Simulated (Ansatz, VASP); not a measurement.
**Al3BiO3: VASP beside Ansatz**

```
CELL_PARAMETERS angstrom
3.08281 -3.67921 0.02565
3.08281 3.67921 0.02565
-1.96408 0.00000 4.70299
ATOMIC_POSITIONS crystal
Al 0.61604 0.61604 0.10237
Al 0.75813 0.30559 0.54835
Al 0.30559 0.75813 0.54835
Bi 0.13162 0.13162 0.94907
O 0.53673 0.91914 0.35251
O 0.91914 0.53673 0.35251
O 0.55861 0.55861 0.71895
```

Alike in both runs: task single point; functional PBE; k mesh 4 × 4 × 4; occupations gaussian, width 0.1 eV; no spin polarisation.

```csv
,VASP,Ansatz
version,VASP 6.6.1,Ansatz 0.2.0
potentials or method,"VASP PAW PBE potentials, release 64 (Al, Bi_d, O), cutoff 520 eV","scalar-relativistic, plane waves, PAW"
valence electrons in the cell,42,42
```

Ansatz gave:

```
gap on the k mesh at the Fermi level (eV)                     : 0.83
least direct gap on the mesh (eV)                             : 0.94
pressure (GPa)                                                : 0.0
traceless stress, the component that is largest in VASP (GPa) : -0.05
rms of the force components (eV/Å)                            : 0.004
```

Q: What did VASP give for the same quantities?

A: gap on the k mesh at the Fermi level (eV): 0.82; least direct gap on the mesh (eV): 0.93; pressure (GPa): -0.1; traceless stress, the component that is largest in VASP (GPa): -0.05; rms of the force components (eV/Å): 0.006.

Atom by atom the forces differ by 0.004 eV/Å (rms over components).

Spin-orbit coupling is off throughout.
